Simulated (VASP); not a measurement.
# CdO2 (P-3m1) in VASP: further runs, part 2 of 2

VASP 6.6.1. The steps go on from the part before.

**5. Single point, r2SCAN**

Contents of POSCAR:

```
CdO2
1.0
    3.4762300000      0.0000000000      0.0000000000
   -1.7381150000      3.0105034894      0.0000000000
    0.0000000000      0.0000000000      4.1480760000
Cd O
1 2
Direct
    0.0000000000      0.0000000000      0.0000000000
    0.6666666667      0.3333333333      0.7557800000
    0.3333333333      0.6666666667      0.2442200000
```

Contents of INCAR.step1:

```
SYSTEM = CdO2
PREC     = Accurate       ! precision mode
ENCUT    = 770            ! plane-wave cutoff, eV
ISMEAR   = -1             ! smearing method
SIGMA    = 0.1            ! smearing width, eV
LREAL    = .FALSE.        ! projectors in reciprocal space
LASPH    = .TRUE.         ! aspherical terms in the spheres
NELM     = 120            ! most SCF steps
NBANDS   = 23             ! bands
GGA      = PE             ! functional
ALGO     = Normal         ! electronic algorithm
EDIFF    = 1E-5           ! SCF threshold, eV
LWAVE    = .TRUE.         ! write WAVECAR
LCHARG   = .FALSE.        ! write CHGCAR
GGA_COMPAT= .FALSE.
```

Contents of INCAR.step2:

```
SYSTEM = CdO2
PREC     = Accurate       ! precision mode
ENCUT    = 770            ! plane-wave cutoff, eV
EDIFF    = 1E-6           ! SCF threshold, eV
ISMEAR   = -1             ! smearing method
SIGMA    = 0.1            ! smearing width, eV
LREAL    = .FALSE.        ! projectors in reciprocal space
LASPH    = .TRUE.         ! aspherical terms in the spheres
NELM     = 120            ! most SCF steps
ALGO     = Normal         ! electronic algorithm
ISIF     = 2              ! what is computed and relaxed
LWAVE    = .FALSE.        ! write WAVECAR
LCHARG   = .TRUE.         ! write CHGCAR
METAGGA  = R2SCAN         ! meta-GGA
LMIXTAU  = .TRUE.       
LELF     = .TRUE.         ! ELF
LVHAR    = .TRUE.       
NBANDS   = 23             ! bands
ISTART   = 1            
GGA_COMPAT= .FALSE.
```

Contents of KPOINTS:

```
regular mesh
0
G
  7 7 5
  0 0 0
```

Potentials or basis: VASP PAW PBE potentials, release 64 (Cd_sv_GW, O).

Run with:

```bash
$ cat potpaw_PBE.64/Cd_sv_GW/POTCAR potpaw_PBE.64/O/POTCAR > POTCAR
$ cp INCAR.step1 INCAR
$ mpirun -np 1 vasp_std > vasp.out
$ cp INCAR.step2 INCAR
$ mpirun -np 1 vasp_std > vasp.out
```

OUTCAR:

```text
SYSTEM = CdO2
   PREC = Accurate
   ENCUT = 770
   EDIFF = 1E-6
   ISMEAR = -1
   LREAL = .FALSE.
   LASPH = .TRUE.
   NELM = 120
   ISIF = 2
   METAGGA = R2SCAN
   ISTART = 1

 ion  position               nearest neighbor table
   1  0.000  0.000  0.000-   2 2.25   3 2.25   2 2.25   3 2.25   2 2.25   3 2.25
   2  0.667  0.333  0.756-   1 2.25   1 2.25   1 2.25
   3  0.333  0.667  0.244-   1 2.25   1 2.25   1 2.25

  LATTYP: Found a hexagonal cell.
 ALAT       =     3.4762300000
 C/A-ratio  =     1.1932685697
[... 817 lines left out ...]

  FORCE on cell =-STRESS in cart. coord.  units (eV):
  Direction    XX          YY          ZZ          XY          YZ          ZX
  --------------------------------------------------------------------------------------
  -------------------------------------------------------------------------------------
  Total       -2.7145273     -2.7145273     -2.4113188      0.0000000      0.0000000      0.0000000
  in kB     -100.1867875   -100.1867875    -88.9960771      0.0000000      0.0000000      0.0000000
  external PRESSURE =     -96.4565507 kB  Pullay stress =       0.0000000 kB

 VOLUME and BASIS-vectors are now :
 -----------------------------------------------------------------------------
  energy-cutoff  :      770.00
  volume of cell :       43.41
      direct lattice vectors                 reciprocal lattice vectors
     3.476230000  0.000000000  0.000000000     0.287667962  0.166085175  0.000000000
    -1.738115000  3.010503489  0.000000000     0.000000000  0.332170351  0.000000000
     0.000000000  0.000000000  4.148076000     0.000000000  0.000000000  0.241075622

 POSITION                                       TOTAL-FORCE (eV/Angst)
 -----------------------------------------------------------------------------------
      0.00000      0.00000      0.00000        -0.000000      0.000000      0.000000
      1.73812      1.00350      3.13503        -0.000000      0.000000      0.273342
     -0.00000      2.00700      1.01304         0.000000      0.000000     -0.273342
 -----------------------------------------------------------------------------------
    total drift:                                0.000000     -0.000000      0.000000

  FREE ENERGIE OF THE ION-ELECTRON SYSTEM (eV)
  ---------------------------------------------------
  free  energy   TOTEN  =       -31.9627267519 eV

  energy  without entropy=      -31.8076024152  energy(sigma->0) =      -31.88516458
```

OUTCAR.step1:

```text
SYSTEM = CdO2
   PREC = Accurate
   ENCUT = 770
   ISMEAR = -1
   LREAL = .FALSE.
   LASPH = .TRUE.
   NELM = 120
[... 848 lines left out ...]
      0.00000      0.00000      0.00000        -0.000000      0.000000      0.000000
      1.73812      1.00350      3.13503         0.000000      0.000000      0.110682
     -0.00000      2.00700      1.01304        -0.000000      0.000000     -0.110682
 -----------------------------------------------------------------------------------
    total drift:                                0.000000     -0.000000      0.000000

  FREE ENERGIE OF THE ION-ELECTRON SYSTEM (eV)
  ---------------------------------------------------
  free  energy   TOTEN  =       -10.5865401134 eV

  energy  without entropy=      -10.4289180123  energy(sigma->0) =      -10.50772906
```

OSZICAR.step1:

```text
N       E                     dE             d eps       ncg     rms          rms(c)
DAV:   1     0.636678953694E+03    0.63668E+03   -0.21800E+04  1472   0.234E+03
DAV:   2     0.542343056414E+02   -0.58244E+03   -0.52488E+03  1472   0.690E+02
DAV:   3    -0.997573240722E+01   -0.64210E+02   -0.61847E+02  2274   0.251E+02
DAV:   4    -0.124343629253E+02   -0.24586E+01   -0.24485E+01  1755   0.515E+01
DAV:   5    -0.124993947507E+02   -0.65032E-01   -0.65018E-01  2146   0.914E+00    0.196E+01
DAV:   6    -0.109393838344E+02    0.15600E+01   -0.85027E+00  2381   0.908E+01    0.193E+01
DAV:   7    -0.106092141201E+02    0.33017E+00   -0.13004E+00  2327   0.268E+01    0.127E+01
DAV:   8    -0.106465883756E+02   -0.37374E-01   -0.64279E-01  2390   0.195E+01    0.252E+00
DAV:   9    -0.105855167214E+02    0.61072E-01   -0.16492E-01  2414   0.114E+01    0.295E-01
DAV:  10    -0.105864222837E+02   -0.90556E-03   -0.12140E-02  1763   0.103E+00    0.252E-01
DAV:  11    -0.105865209869E+02   -0.98703E-04   -0.21250E-04  2067   0.156E-01    0.243E-02
DAV:  12    -0.105865388281E+02   -0.17841E-04   -0.39626E-05  1543   0.163E-01    0.191E-02
DAV:  13    -0.105865401134E+02   -0.12853E-05   -0.69614E-06  1310   0.465E-02
   1 F= -.10586540E+02 E0= -.10507729E+02  d E =-.157622E+00
```

Wall time 2.8 min (1 thread of AMD EPYC 7R13 (Zen 3), shared host); peak memory 0.22 GiB.

What came out:

```
Free energy            : -31.9627 eV
Pressure               : -9.6 GPa
Largest force          : 0.273 eV/Å
Band gap on the k mesh : zero (bands 16 and 17 overlap by 0.61 eV)
```

Forces in eV/Å, atoms in the order of the input:
```
Cd   0.000  0.000  0.000
O    0.000  0.000  0.273
O    0.000  0.000 -0.273
```

Stress tensor (GPa, compression positive):
```
-10.02   0.00   0.00
  0.00 -10.02   0.00
  0.00   0.00  -8.90
```

Caveat: the cell stands under tension; semilocal functionals underestimate gaps, and a narrow one can read as zero; the PAW data sets were made with another functional, which shifts forces and pressure a little.

**6. Overview**

```tsv
k mesh	gap on the mesh (eV)	pressure (GPa)	largest force (eV/Å)
4 × 4 × 3	none	-9.8	0.27
6 × 6 × 4	none	-9.6	0.26
5 × 5 × 4	none	-9.8	0.25
7 × 7 × 5	none	-9.6	0.27
```

Alike in all rows: task single point; level r2SCAN; potentials or basis VASP PAW PBE potentials, release 64 (Cd_sv_GW, O); no spin polarisation; cell as given; cutoff (eV) 770; smearing fermi-dirac 0.1 eV.

Caveats: some runs use coarse meshes; the PAW data sets were made with another functional, which shifts forces and pressure a little; semilocal functionals underestimate gaps, and a narrow one can read as zero (at least some runs); the cell stands under tension (at least some runs).

Absolute energies hang on the potentials; compare differences alone.
